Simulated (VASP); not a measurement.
## Ta2H: single point with PBEsol

Crystal: Ta2H.

```
CELL_PARAMETERS angstrom
3.41373 0.00000 0.00000
0.00000 3.31481 0.00000
0.00000 0.00000 3.37064
ATOMIC_POSITIONS crystal
Ta 0.50000 0.00000 0.74535
Ta 0.00000 0.50000 0.26431
H 0.00000 0.00000 0.99033
```

This cell differs from its parent crystal: uniaxial strain along a: +2.0 %, then relaxed in part.

- Program: VASP 6.6.1
- Task: single point
- Functional: PBEsol
- Potentials or basis: VASP PAW PBE potentials, release 64 (Ta_pv, H)
- Cutoff: 520 eV
- k mesh: 12 × 12 × 12
- Occupations: gaussian, width 0.1 eV
- Spin: no spin polarisation
- Dipole correction: no
- Further INCAR settings: ALGO = Normal; EDIFF = 1e-06; NBANDS = 18

```
Pressure      : -0.8 GPa
Largest force : 0.012 eV/Å
```

Forces on the atoms (eV/Å):
```
Ta   0.000  0.000 -0.011
Ta   0.000  0.000  0.012
H    0.000  0.000  0.000
```

Stress tensor (GPa, compression positive):
```
-2.60  0.00  0.00
 0.00  0.18  0.00
 0.00  0.00  0.15
```

Levels at points of the mesh, in eV from the Fermi level:
```csv
k point,band 10,band 11,band 12,band 13,band 14,band 15
"(0.00, 0.00, 0.00)",0.16,0.49,0.50,3.11,3.44,4.87
"(0.50, 0.00, 0.00)",-1.03,-0.23,0.95,1.17,1.17,2.51
"(0.00, 0.50, 0.00)",-0.97,-0.29,0.63,0.80,1.12,2.37
"(0.50, 0.50, 0.00)",-1.48,-0.61,1.34,3.14,3.41,4.22
"(0.00, 0.00, 0.50)",-1.43,0.37,0.61,1.00,1.29,2.59
"(0.50, 0.00, 0.50)",-1.35,-1.00,1.02,2.95,2.98,4.21
"(0.00, 0.50, 0.50)",-1.74,-0.42,1.17,3.40,3.51,4.40
"(0.50, 0.50, 0.50)",-1.45,-1.40,-1.10,3.97,4.39,4.57
```

Run time: 2 min on 1 thread of AMD EPYC 9R45 96-Core Processor (Zen 5), with other jobs on the host, peak memory 0.29 GiB.

Caveat: the cell differs from its parent crystal (uniaxial strain along a: +2.0 %, then relaxed in part); the PAW data sets were made with another functional, which shifts forces and pressure a little; spin-orbit coupling is left out, which moves the levels of the heavy elements.
